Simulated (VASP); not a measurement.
## KHCO2: relaxation of cell and atoms with LDA

Crystal: KHCO2.

```xyz
10
Lattice="2.9656 -3.4756 0.0000 2.9656 3.4756 0.0000 0.0000 0.0000 7.0518" Properties=species:S:1:pos:R:3 pbc="T T T"
K     0.0000    0.0000    3.5259
K     0.0000    0.0000    0.0000
H     2.9656    0.4059    1.7630
H     2.9656   -0.4059    5.2889
C     2.9656   -0.7079    1.7630
C     2.9656    0.7079    5.2889
O     1.8331   -1.2907    1.7630
O     1.8331    1.2907    5.2889
O     4.0981    1.2907    5.2889
O     4.0981   -1.2907    1.7630
```

- Program: VASP 6.6.1
- Task: relaxation of cell and atoms
- Functional: LDA
- Potentials or basis: VASP PAW LDA potentials, release 64 (K_sv, H, C, O)
- Cutoff: 600 eV
- k mesh: 4 × 4 × 4
- Occupations: gaussian, width 0.1 eV
- Spin: no spin polarisation
- Dipole correction: no
- Further INCAR settings: ALGO = Normal; EDIFF = 1e-06; IBRION = 2; EDIFFG = -0.05; NSW = 100; ISIF = 3

- Relaxed volume: 12.29 Å³/atom
- Relaxed cell: a = 4.326 Å, b = 4.326 Å, c = 6.633 Å, α = 90.00°, β = 90.00°, γ = 97.84°
- Space group after relaxing (to 0.1 Å): Cmcm (No. 63)
- Energy gained by relaxing: 28.3 meV/atom
- Ionic steps: 23
- Pressure after relaxing: 0.2 GPa
- Largest force after relaxing: 0.019 eV/Å
- Band gap on the k mesh: 3.76 eV

Forces on the atoms (eV/Å):
```
K    0.000  0.000  0.000
K    0.000  0.000  0.000
H    0.000  0.019  0.000
H    0.000 -0.019  0.000
C    0.000 -0.017  0.000
C    0.000  0.017  0.000
O    0.013  0.006  0.000
O    0.013 -0.006  0.000
O   -0.013 -0.006  0.000
O   -0.013  0.006  0.000
```

The path:
| step | energy change (eV) | largest force (eV/Å) | pressure (GPa) | volume (Å³) |
| --- | --- | --- | --- | --- |
| 1 | 0.0000 | 0.8310 | -4.24 | 145.37 |
| 2 | 0.6049 | 5.8061 | 8.12 | 137.41 |
| 3 | -0.0460 | 0.4610 | -2.13 | 143.59 |
| 4 | -0.1321 | 0.4049 | -1.55 | 138.66 |
| 5 | -0.2296 | 0.9829 | 0.48 | 127.95 |
| 6 | -0.2675 | 0.4282 | 0.27 | 125.86 |
| 7 | -0.2767 | 0.1810 | 0.15 | 124.06 |
| 8 | -0.2768 | 0.1487 | 0.16 | 124.18 |
| 9 | -0.2776 | 0.1120 | -0.19 | 124.09 |
| 10 | -0.2776 | 0.1006 | -0.15 | 124.10 |
| 11 | -0.2782 | 0.0791 | -0.10 | 124.00 |
| 12 | -0.2795 | 0.1008 | 0.03 | 123.73 |
| 13 | -0.2792 | 0.2274 | 0.30 | 123.18 |
| 14 | -0.2798 | 0.1550 | 0.15 | 123.50 |
| 15 | -0.2804 | 0.1144 | 0.16 | 123.44 |
| 16 | -0.2815 | 0.0570 | 0.17 | 123.28 |
| 17 | -0.2814 | 0.2458 | 0.22 | 122.95 |
| 18 | -0.2819 | 0.1209 | 0.20 | 123.12 |
| 19 | -0.2825 | 0.0929 | 0.07 | 123.08 |
| 20 | -0.2827 | 0.0843 | -0.05 | 123.05 |
| 21 | -0.2827 | 0.0826 | -0.08 | 123.05 |
| 22 | -0.2831 | 0.0550 | 0.00 | 123.01 |
| 23 | -0.2833 | 0.0186 | 0.16 | 122.94 |

Final structure:
```
K H C O
1.0
     2.84244   -3.26055    0.00000
     2.84244    3.26055    0.00000
     0.00000    0.00000    6.63271
K H C O
2 2 2 4
Direct
  0.00000 0.00000 0.50000
  0.00000 0.00000 0.00000
  0.43078 0.56922 0.25000
  0.56922 0.43078 0.75000
  0.60257 0.39743 0.25000
  0.39743 0.60257 0.75000
  0.49580 0.11090 0.25000
  0.11090 0.49580 0.75000
  0.50420 0.88910 0.75000
  0.88910 0.50420 0.25000
```

Levels at points of the mesh, in eV from the valence-band top:
```tsv
k point	band 22	band 23	band 24	band 25	band 26	band 27	band 28	band 29	band 30	band 31
(0.00, 0.00, 0.00)	-1.13	-1.06	-1.02	-0.76	-0.66	4.72	5.75	6.25	7.34	7.90
(0.50, 0.00, 0.00)	-1.23	-1.10	-0.62	-0.61	-0.39	4.42	5.31	6.78	8.08	8.08
(0.50, 0.50, 0.00)	-1.15	-0.45	-0.43	-0.27	0.00	3.76	5.07	6.99	7.11	8.19
(0.00, 0.00, 0.50)	-1.38	-0.91	-0.91	-0.85	-0.85	5.22	5.22	6.88	6.88	8.82
(0.50, 0.00, 0.50)	-1.47	-0.80	-0.80	-0.50	-0.50	4.71	4.71	7.65	7.65	8.61
(0.50, 0.50, 0.50)	-1.37	-0.36	-0.36	-0.21	-0.21	4.15	4.15	7.59	7.59	8.68
```

Run time: 14 min on 1 thread of AMD EPYC 9R45 (Zen 5) (shared host), peak memory 0.28 GiB.

Caveat: the volume moved by over 15 % at a fixed basis, so the end points are rough. A k mesh can miss the band edges.
